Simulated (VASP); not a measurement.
A run of VASP 6.6.1 is set up as follows.

INCAR

```
PREC = Accurate ; ENCUT = 520
EDIFF = 1E-6 ; ISMEAR = 0
SIGMA = 0.01 ; LREAL = F
LASPH = T ; NELM = 100
ALGO = Normal ; ISIF = 2
LWAVE = F ; LCHARG = T
GGA = PS ; LELF = T
LVHAR = T ; NBANDS = 11
```

KPOINTS

```
regular mesh
0
Gamma
  10 10 10
```

The input POSCAR:

```
MgO
1.0
    0.0000000000      2.1176758263      2.1176758263
    2.1176758263      0.0000000000      2.1176758263
    2.1176758263      2.1176758263      0.0000000000
Mg O
1 1
Direct
    0.0000000000      0.0000000000      0.0000000000
    0.5000000000      0.5000000000      0.5000000000
```

Potentials or basis: VASP PAW PBE potentials, release 64 (Mg, O).

Run with:

```sh
$ cat potpaw_PBE.64/Mg/POTCAR potpaw_PBE.64/O/POTCAR > POTCAR
$ mpirun -np 1 vasp_std > vasp.out
```

(1) Predict the pressure.

(2) Estimate the band gap on the k mesh.

## Answers

(1) -2.8 GPa.

(2) 4.48 eV, direct.

Caveat: the PAW data sets were made with another functional, which shifts forces and pressure a little.

**Measured values to compare with.**

“Electronic structure of alkaline earth and post-transition metal oxides”, 2009, arxiv:0908.1581 quotes, for a bulk crystal of MgO: band gap 7.83 eV.

Against the measured gap of MgO, 7.83 eV (quoted in “Electronic structure of alkaline earth and post-transition metal oxides”, 2009, arxiv:0908.1581), the calculated 4.48 eV is off by -3.35 eV. The value is that of PBEsol, without temperature or zero-point motion. Semilocal functionals fall short of measured gaps as a rule.
